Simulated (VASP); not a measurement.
The system is Ga3Sb.

```
Ga Sb
1.0
     5.06862    0.00000    0.00000
    -2.53431    4.38955    0.00000
     0.00000    0.00000    4.62568
Ga Sb
3 1
Direct
  0.50000 0.00000 0.24478
  0.00000 0.50000 0.24478
  0.50000 0.50000 0.24478
  0.00000 0.00000 0.14041
```

- Program: VASP 6.6.1
- Task: relaxation of cell and atoms
- Functional: PBE
- Potentials or basis: VASP PAW PBE potentials, release 64 (Ga_d, Sb)
- Cutoff: 600 eV
- k mesh: 6 × 6 × 4
- Occupations: gaussian, width 0.1 eV
- Spin: no spin polarisation

At the start: pressure 18.9 GPa; volume 25.73 Å³/atom.

**Question.** How do energy, volume and symmetry change on relaxing?

**Answer.** Over 40 steps the energy falls by 806.0 meV/atom and the volume is 22.46 Å³/atom (-12.7 %); space group P6mm (No. 183, to 0.05 Å).

Step by step:
```tsv
step	energy change (eV)	largest force (eV/Å)	pressure (GPa)	volume (Å³)
1	0.0000	1.6494	18.85	102.92
2	-1.6528	0.0066	-3.56	152.91
3	-2.0199	0.1858	-0.26	131.66
4	-2.0199	0.1721	-0.39	132.27
5	-2.0282	0.1836	-0.45	131.12
6	-2.0557	0.2167	-0.38	127.68
7	-2.1268	0.3183	-0.41	120.83
8	-2.5062	0.4883	-0.48	107.28
9	-2.8376	0.2204	6.98	80.73
10	-2.8076	0.5608	0.47	96.27
11	-2.9765	0.4956	2.32	88.47
12	-2.9765	0.3971	4.00	84.72
13	-2.9855	0.4625	3.07	86.49
14	-2.9895	0.4433	3.16	86.26
15	-2.9968	0.3900	3.49	85.58
16	-2.9973	0.3698	3.53	85.34
17	-3.0035	0.3611	3.30	85.58
18	-3.0202	0.3380	2.80	86.33
19	-3.0455	0.2970	1.80	87.82
20	-3.0659	0.2246	0.10	90.87
21	-3.0659	0.2220	0.05	90.99
22	-3.0677	0.2254	0.02	91.07
23	-3.0722	0.2403	-0.08	91.32
24	-3.0788	0.2720	-0.15	91.80
25	-3.0861	0.3409	-0.51	92.76
26	-3.0908	0.3440	-0.51	92.60
27	-3.1050	0.3460	-0.21	92.11
28	-3.1311	0.3268	-0.06	91.15
29	-3.1771	0.2839	0.72	89.23
30	-3.1710	0.0730	2.86	85.37
31	-3.1946	0.1975	1.60	87.32
32	-3.2018	0.1568	1.41	87.58
33	-3.2145	0.0657	0.88	88.30
34	-3.2137	0.0617	0.04	89.75
35	-3.2179	0.0059	0.43	89.03
36	-3.2209	0.0003	0.29	89.28
37	-3.2242	0.0128	-0.34	89.93
38	-3.2242	0.0054	-0.13	89.83
39	-3.2242	0.0127	-0.23	89.87
40	-3.2242	0.0043	-0.11	89.85
```

Final structure:
```yaml
crystal:
  lattice:
    - [5.63803, 0.00000, 0.00000]
    - [-2.81902, 4.88268, 0.00000]
    - [0.00000, 0.00000, 3.26403]
  atoms:
    - { symbol: Ga, position: [0.50000, 0.00000, 0.33297] }
    - { symbol: Ga, position: [0.00000, 0.50000, 0.33297] }
    - { symbol: Ga, position: [0.50000, 0.50000, 0.33297] }
    - { symbol: Sb, position: [0.00000, 0.00000, 0.87584] }
```
